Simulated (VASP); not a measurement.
The system is MgH2.

```
Mg H
1.0
     0.00000    4.76213    4.76213
     2.38107    0.00000    2.38107
     2.38107    2.38107    0.00000
Mg H
2 4
Direct
  0.00001 0.00298 0.99930
  0.49917 0.98960 0.00452
  0.41258 0.83792 0.70552
  0.13389 0.26617 0.22053
  0.85814 0.82933 0.74566
  0.61531 0.24548 0.23603
```

Base run:

- Program: VASP 6.6.1
- Functional: LDA
- Potentials or basis: VASP PAW LDA potentials, release 64 (Mg, H)
- Cutoff: 400 eV
- k mesh: 2 × 2 × 2, shifted
- Occupations: fermi-dirac, width 0.1 eV
- Spin: no spin polarisation

Its results: band gap on the k mesh 1.39 eV (least direct gap 2.26 eV); pressure -2.2 GPa; largest force 1.815 eV/Å.

Q: The run is repeated on the same cell with these changes: cutoff from 400 eV to 520 eV; further incar settings from ALGO = Normal; EDIFF = 1e-06; NBANDS = 13; ISYM = -1 to ALGO = Normal; EDIFF = 1e-06; NBANDS = 13. What comes out?

A: Band gap on the k mesh 1.27 eV (least direct gap 2.21 eV); pressure -1.6 GPa; largest force 1.759 eV/Å.

Caveats: some runs use coarse meshes; a shifted mesh leaves out Γ, where band edges can lie; forces of over 1 eV/Å act on the atoms, so gaps and moduli don't describe the material at rest.

A k mesh can miss the band edges.
